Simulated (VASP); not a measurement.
A run of VASP 6.6.1 is set up as follows.

INCAR

```
SYSTEM = TiO2
  PREC = Accurate
  ENCUT = 520
  EDIFF = 1E-6
  ISMEAR = 0
  SIGMA = 0.05
  LREAL = .False.
  LASPH = .True.
  NELM = 60
  ALGO = Normal
  ISIF = 2
  LWAVE = .False.
  LCHARG = .False.
  NBANDS = 33
```

The input KPOINTS:

```
regular mesh
0
Gamma
  8 8 10
  0 0 0
```

File POSCAR:

```
TiO2
1.0
    4.3486955867      0.0000000000      0.0000000000
    0.0000000000      4.3486955867      0.0000000000
    0.0000000000      0.0000000000      3.0223434328
Ti O
2 4
Direct
    0.0000000000      0.0000000000      0.0000000000
    0.5000000000      0.5000000000      0.5000000000
    0.3039457556      0.3039457556      0.0000000000
    0.1960542444      0.8039457556      0.5000000000
    0.6960542444      0.6960542444      0.0000000000
    0.8039457556      0.1960542444      0.5000000000
```

Potentials or basis: VASP PAW LDA potentials, release 64 (Ti_sv, O).

The run is started by

```sh
$ cat potpaw_LDA.64/Ti_sv/POTCAR potpaw_LDA.64/O/POTCAR > POTCAR
$ mpirun -np 1 vasp_std > vasp.out
```

Question: Estimate the pressure.

Answer: 14.4 GPa.

Question: Estimate the band gap on the k mesh.

Answer: 1.92 eV.

Question: What does it give for the largest force?

Answer: 0.071 eV/Å.

Forces in eV/Å, atoms in the order of the input:
```
Ti   0.000  0.000  0.000
Ti   0.000  0.000  0.000
O    0.051  0.051  0.000
O   -0.051  0.051  0.000
O   -0.051 -0.051  0.000
O    0.051 -0.051  0.000
```

Caveat: the cell stands under pressure. A hybrid or GW would open this gap; LDA tends to underestimate it.
